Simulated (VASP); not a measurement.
# PtSe2 (Sudovikovite) (P-3m1) in VASP: further runs

PtSe2 (Sudovikovite) is run at these levels: RPBE, BLYP+D4, LDA; tasks: single point.

All numbers are computed with VASP 6.6.1; they aren't measurements. Logs are shortened: lines on timing, memory, paths and dates and some standing lists are left out, and cuts for length are marked.

### 1 The cell of the first run

It takes space group P-3m1 (No. 164, trigonal). The conventional cell has a = 3.749 Å, b = 3.749 Å, c = 5.096 Å, α = 90.00°, β = 90.00°, γ = 120.00°. Pt (site symmetry -3m) has 6 Se at 2.51 Å within 3.3 Å. Within 3.3 Å of Se (site symmetry 3m) lie 3 Pt at 2.51 Å.

### 2 Single point, RPBE

Contents of INCAR:

```
  ALGO = Normal
  EDIFF = 1E-6
  ENCUT = 520
  GGA = RP
  ISIF = 2
  ISMEAR = -1
  LASPH = T
  LCHARG = T
  LELF = T
  LREAL = F
  LVHAR = T
  LWAVE = F
  NBANDS = 18
  NELM = 80
  PREC = Accurate
  SIGMA = 0.05
```

Contents of KPOINTS:

```
k-points
0
Gamma
  8 8 5
```

Contents of POSCAR:

```
PtSe2
1.0
    3.7486629704      0.0000000000      0.0000000000
   -1.8743314852      3.2464373626      0.0000000000
    0.0000000000      0.0000000000      5.0955241558
Pt Se
1 2
Direct
    0.0000000000      0.0000000000      0.0000000000
    0.6666666667      0.3333333333      0.7500000000
    0.3333333333      0.6666666667      0.2500000000
```

Potentials or basis: VASP PAW PBE potentials, release 64 (Pt, Se).

The run is started by

```bash
> cat potpaw_PBE.64/Pt/POTCAR potpaw_PBE.64/Se/POTCAR > POTCAR
> mpirun -np 1 vasp_std > vasp.out
```

OUTCAR:

```text
EDIFF = 1E-6
   ENCUT = 520
   GGA = RP
   ISIF = 2
   ISMEAR = -1
   LASPH = T
   LREAL = F
   NELM = 80
   PREC = Accurate

 ion  position               nearest neighbor table
   1  0.000  0.000  0.000-   2 2.51   3 2.51   2 2.51   3 2.51   2 2.51   3 2.51
   2  0.667  0.333  0.750-   1 2.51   1 2.51   1 2.51
   3  0.333  0.667  0.250-   1 2.51   1 2.51   1 2.51

  LATTYP: Found a hexagonal cell.
 ALAT       =     3.7486629704
 C/A-ratio  =     1.3592910849

  Lattice vectors:

 A1 = (   3.7486629704,   0.0000000000,   0.0000000000)
 A2 = (  -1.8743314852,   3.2464373626,   0.0000000000)
 A3 = (   0.0000000000,   0.0000000000,   5.0955241558)

Analysis of symmetry for initial positions (statically):
=====================================================================
 Subroutine PRICEL returns:
 Original cell was already a primitive cell.

 Routine SETGRP: Setting up the symmetry group for a
 hexagonal supercell.

 Subroutine GETGRP returns: Found 12 space group operations
 (whereof 12 operations were pure point group operations)
 out of a pool of 24 trial point group operations.

The static configuration has the point symmetry D_3d.

Analysis of symmetry for dynamics (positions and initial velocities):
=====================================================================
 Subroutine PRICEL returns:
 Original cell was already a primitive cell.

 Routine SETGRP: Setting up the symmetry group for a
 hexagonal supercell.

 Subroutine GETGRP returns: Found 12 space group operations
 (whereof 12 operations were pure point group operations)
 out of a pool of 24 trial point group operations.

The dynamic configuration has the point symmetry D_3d.

 Subroutine INISYM returns: Found 12 space group operations
 (whereof 12 operations are pure point group operations),
 and found     1 'primitive' translations

----------------------------------------------------------------------------------------

                                     Primitive cell

  volume of cell :      62.0115

  direct lattice vectors                    reciprocal lattice vectors
     3.748662970  0.000000000  0.000000000     0.266761778  0.154014984  0.000000000
    -1.874331485  3.246437363  0.000000000     0.000000000  0.308029969  0.000000000
     0.000000000  0.000000000  5.095524156     0.000000000  0.000000000  0.196250664

  length of vectors
     3.748662970  3.748662970  5.095524156     0.308029969  0.308029969  0.196250664

  position of ions in fractional coordinates (direct lattice)
[... 81 lines left out ...]
   EDIFF  = 0.1E-05   stopping-criterion for ELM
   LREAL  =      F    real-space projection
   EDIFFG = 0.1E-04   stopping-criterion for IOM
   NSW    =      0    number of steps for IOM
   IBRION =     -1    ionic relax: 0-MD 1-quasi-New 2-CG
   NFREE  =      0    steps in history (QN), initial steepest desc. (CG)
   ISIF   =      2    stress and relaxation
   ISYM   =      2    0-nonsym 1-usesym 2-fastsym
   POTIM  = 0.5000    time-step for ionic-motion
   TEBEG  =    0.0;   TEEND  =   0.0 temperature during run
   PSTRESS=    0.0 pullay stress
   NELECT =      22.0000    total number of electrons
   NUPDOWN=      -1.0000    fix difference up-down
   EMIN   =  10.00;   EMAX   =-10.00  energy-range for DOS
   EFERMI =   0.00;   METHOD = LEGACY
   ISMEAR =    -1;   SIGMA  =   0.05  broadening in eV -4-tet -1-fermi 0-gaus
   EFERMI_NEDOS =   21; number of points for ismear=-14 and -15
   IALGO  =     38    algorithm
   IMIX   =      4    mixing-type and parameters
     AMIX     =   0.40;   BMIX     =  1.00
     AMIX_MAG =   1.60;   BMIX_MAG =  1.00
  volume/ion in A,a.u.               =      20.67       139.49
  Fermi-wavevector in a.u.,A,eV,Ry     =   1.158933  2.190066 18.274332  1.343125
  Thomas-Fermi vector in A             =   2.295530
   LORBIT       =      0    0 simple, 1 ext, 2 COOP (PROOUT), +10 PAW based schemes
   GGA     = RP    functional components
   LHFCALC =     F    Hartree Fock is set to
   AEXX    =    0.0000 exact exchange contribution
   IVDW    =     0    specifies the selected vdW correction
   LEPSILON=     F    determine dielectric tensor
   LRPA    =     F    only Hartree local field effects (RPA)
 non-spin polarized calculation
  energy-cutoff  :      520.00
  volume of cell :       62.01
 maximum number of plane-waves:      1682
   NGX = 13   NGY = 13   NGZ = 19

 number of electron      21.9999998 magnetization

 Free energy of the ion-electron system (eV)
  ---------------------------------------------------
  ext. energy  EPLUGINS =         0.00000000
  ---------------------------------------------------
  free energy    TOTEN  =       -12.83672124 eV

  energy without entropy =      -12.83178478  energy(sigma->0) =      -12.83425301

 E-fermi :   6.4200     XC(G=0): -10.4108

 val. band max:        6.3924990620   @ k =   0.0000   0.1250   0.2000
 cond. band min:       6.5041388596   @ k =  -0.1250   0.3750   0.2000
 fundamental gap:      0.1116397976
 Fermi energy:         6.4200139173

 k-point     1 :       0.0000    0.0000    0.0000
  band No.  band energies     occupation
      1      -9.1462      2.00000
      2      -6.4384      2.00000
      3      -0.6489      2.00000
      4       0.0323      2.00000
      5       0.0323      2.00000
      6       2.4341      2.00000
[... 481 lines left out ...]
      5       0.7167      2.00000
      6       1.4928      2.00000
[... 10 lines left out ...]
     17      14.8647      0.00000
     18      15.3619      0.00000

 [... further k-points ...]

------------------------ aborting loop because EDIFF is reached ----------------------------------------

  FORCE on cell =-STRESS in cart. coord.  units (eV):
  Direction    XX          YY          ZZ          XY          YZ          ZX
  --------------------------------------------------------------------------------------
  -------------------------------------------------------------------------------------
  Total        2.8005159      2.8005159      2.4655517      0.0000000      0.0000000      0.0000000
  in kB       72.3562984     72.3562984     63.7019035      0.0000000      0.0000000      0.0000000
  external PRESSURE =      69.4715001 kB  Pullay stress =       0.0000000 kB

 VOLUME and BASIS-vectors are now :
 -----------------------------------------------------------------------------
  energy-cutoff  :      520.00
  volume of cell :       62.01
      direct lattice vectors                 reciprocal lattice vectors
     3.748662970  0.000000000  0.000000000     0.266761778  0.154014984  0.000000000
    -1.874331485  3.246437363  0.000000000     0.000000000  0.308029969  0.000000000
     0.000000000  0.000000000  5.095524156     0.000000000  0.000000000  0.196250664

 POSITION                                       TOTAL-FORCE (eV/Angst)
 -----------------------------------------------------------------------------------
      0.00000      0.00000      0.00000         0.000000      0.000000     -0.000000
      1.87433      1.08215      3.82164        -0.000000     -0.000000     -0.394895
     -0.00000      2.16429      1.27388         0.000000      0.000000      0.394895
 -----------------------------------------------------------------------------------
    total drift:                               -0.000000     -0.000000     -0.000000

  FREE ENERGIE OF THE ION-ELECTRON SYSTEM (eV)
  ---------------------------------------------------
  free  energy   TOTEN  =       -12.8367212444 eV

  energy  without entropy=      -12.8317847812  energy(sigma->0) =      -12.83425301
```

stdout:

```text
POSCAR found type information on POSCAR PtSe
 POSCAR found :  2 types and       3 ions
 scaLAPACK will be used
 -----------------------------------------------------------------------------
|                                                                             |
|                                                                             |
|     You enforced a specific xc type in the INCAR file but a different       |
|     I HOPE YOU KNOW WHAT YOU ARE DOING!                                     |
|                                                                             |
 -----------------------------------------------------------------------------

 LDA part: xc-table for (Slater+PW92), standard interpolation
 POSCAR, INCAR and KPOINTS ok, starting setup
 FFT: planning ... GRIDC
 FFT: planning ... GRID_SOFT
 FFT: planning ... GRID
 WAVECAR not read
 entering main loop
```

Wall time 19 s (1 thread of Intel Xeon 6975P-C (Granite Rapids), shared host); peak memory 0.2 GiB.

Results:

```
Free energy            : -12.8367 eV
Pressure               : 6.9 GPa
Largest force          : 0.395 eV/Å
Band gap on the k mesh : zero (band 11 reaches 6.76 eV, above the bottom of band 12 at 6.50 eV)
```

Forces on the atoms (eV/Å):
```
Pt   0.000  0.000  0.000
Se   0.000  0.000 -0.395
Se   0.000  0.000  0.395
```

Stress tensor (GPa, compression positive):
```
7.24 0.00 0.00
0.00 7.24 0.00
0.00 0.00 6.37
```

Caveat: the PAW data sets were made with another functional, which shifts forces and pressure a little; spin-orbit coupling is left out, which moves the levels of the heavy elements.

### 3 Single point, BLYP+D4

Contents of INCAR:

```
  PREC = Accurate
  ENCUT = 520
  EDIFF = 1E-6
  ISMEAR = -1
  SIGMA = 0.05
  LREAL = False
  LASPH = True
  NELM = 80
  ALGO = Normal
  ISIF = 2
  LWAVE = False
  LCHARG = True
  GGA = B5
  ALDAX = 1.0
  AGGAX = 1.0
  AGGAC = 1.0
  ALDAC = 0.0
  IVDW = 13
  VDW_S6 = 1.0
  VDW_S8 = 2.34076671
  VDW_A1 = 0.44488865
  VDW_A2 = 4.0933009
  LELF = True
  LVHAR = True
  NBANDS = 18
```

Contents of KPOINTS:

```
Automatic mesh
0
Gamma
  8 8 5
```

POSCAR is that of step 2.

Potentials or basis: VASP PAW PBE potentials, release 64 (Pt, Se).

The run is started by

```bash
> cat potpaw_PBE.64/Pt/POTCAR potpaw_PBE.64/Se/POTCAR > POTCAR
> mpirun -np 1 vasp_std > vasp.out
```

OUTCAR:

```text
PREC = Accurate
   ENCUT = 520
   EDIFF = 1E-6
   ISMEAR = -1
   LREAL = False
   LASPH = True
   NELM = 80
   ISIF = 2
   GGA = B5
   IVDW = 13

 ion  position               nearest neighbor table
   1  0.000  0.000  0.000-   2 2.51   3 2.51   2 2.51   3 2.51   2 2.51   3 2.51
   2  0.667  0.333  0.750-   1 2.51   1 2.51   1 2.51
   3  0.333  0.667  0.250-   1 2.51   1 2.51   1 2.51

  LATTYP: Found a hexagonal cell.
 ALAT       =     3.7486629704
 C/A-ratio  =     1.3592910849

  Lattice vectors:

 A1 = (   3.7486629704,   0.0000000000,   0.0000000000)
 A2 = (  -1.8743314852,   3.2464373626,   0.0000000000)
 A3 = (   0.0000000000,   0.0000000000,   5.0955241558)

Analysis of symmetry for initial positions (statically):
=====================================================================
 Subroutine PRICEL returns:
 Original cell was already a primitive cell.

 Routine SETGRP: Setting up the symmetry group for a
 hexagonal supercell.

 Subroutine GETGRP returns: Found 12 space group operations
 (whereof 12 operations were pure point group operations)
 out of a pool of 24 trial point group operations.

[... 162 lines left out ...]

 E-fermi :   6.7617     XC(G=0):  -9.9158

 val. band max:        6.7288641586   @ k =   0.0000   0.1250   0.2000
 cond. band min:       6.8457419985   @ k =   0.3750   0.2500   0.0000
 fundamental gap:      0.1168778399
 Fermi energy:         6.7617345086

 k-point     1 :       0.0000    0.0000    0.0000
  band No.  band energies     occupation
      1      -8.7998      2.00000
      2      -6.1574      2.00000
      3      -0.2403      2.00000
      4       0.4041      2.00000
      5       0.4041      2.00000
      6       2.8000      2.00000
[... 481 lines left out ...]
      5       1.1061      2.00000
      6       1.8691      2.00000
[... 10 lines left out ...]
     17      15.3788      0.00000
     18      15.8053      0.00000

 [... further k-points ...]

------------------------ aborting loop because EDIFF is reached ----------------------------------------

  DFT-D4 for vdW energy calculation

  Edisp (eV):   -2.83834

  FORCE on cell =-STRESS in cart. coord.  units (eV):
  Direction    XX          YY          ZZ          XY          YZ          ZX
  --------------------------------------------------------------------------------------
  -------------------------------------------------------------------------------------
  Total       2.21279     2.21279     1.41913     0.00000     0.00000     0.00000
  in kB      57.17127    57.17127    36.66584     0.00000     0.00000     0.00000
  external pressure =       50.34 kB  Pullay stress =        0.00 kB

 VOLUME and BASIS-vectors are now :
 -----------------------------------------------------------------------------
  energy-cutoff  :      520.00
  volume of cell :       62.01
      direct lattice vectors                 reciprocal lattice vectors
     3.748662970  0.000000000  0.000000000     0.266761778  0.154014984  0.000000000
    -1.874331485  3.246437363  0.000000000     0.000000000  0.308029969  0.000000000
     0.000000000  0.000000000  5.095524156     0.000000000  0.000000000  0.196250664

 POSITION                                       TOTAL-FORCE (eV/Angst)
 -----------------------------------------------------------------------------------
      0.00000      0.00000      0.00000         0.000000      0.000000      0.000000
      1.87433      1.08215      3.82164        -0.000000      0.000000     -0.922755
     -0.00000      2.16429      1.27388         0.000000     -0.000000      0.922755
 -----------------------------------------------------------------------------------
    total drift:                               -0.000000     -0.000000     -0.000000

  FREE ENERGIE OF THE ION-ELECTRON SYSTEM (eV)
  ---------------------------------------------------
  free  energy   TOTEN  =       -14.7359045024 eV

  energy  without entropy=      -14.7311832717  energy(sigma->0) =      -14.73354389
```

Run time: 29 s. Hardware: 1 thread of Intel Xeon 6975P-C (Granite Rapids), shared host; peak memory 0.2 GiB.

Results:

```
Free energy                : -14.7359 eV
Pressure                   : 5.0 GPa
Largest force              : 0.923 eV/Å
Band gap on the k mesh     : zero (band 11 reaches 7.08 eV, above the bottom of band 12 at 6.85 eV)
Dispersion energy per atom : -0.946 eV
```

Forces on the atoms (eV/Å):
```
Pt   0.000  0.000  0.000
Se   0.000  0.000 -0.923
Se   0.000  0.000  0.923
```

Caveat: the PAW data sets were made with another functional, which shifts forces and pressure a little; spin-orbit coupling is left out, which moves the levels of the heavy elements; pairwise dispersion overbinds metals, which lowers pressure and volume.

[end of part 1 of 2]
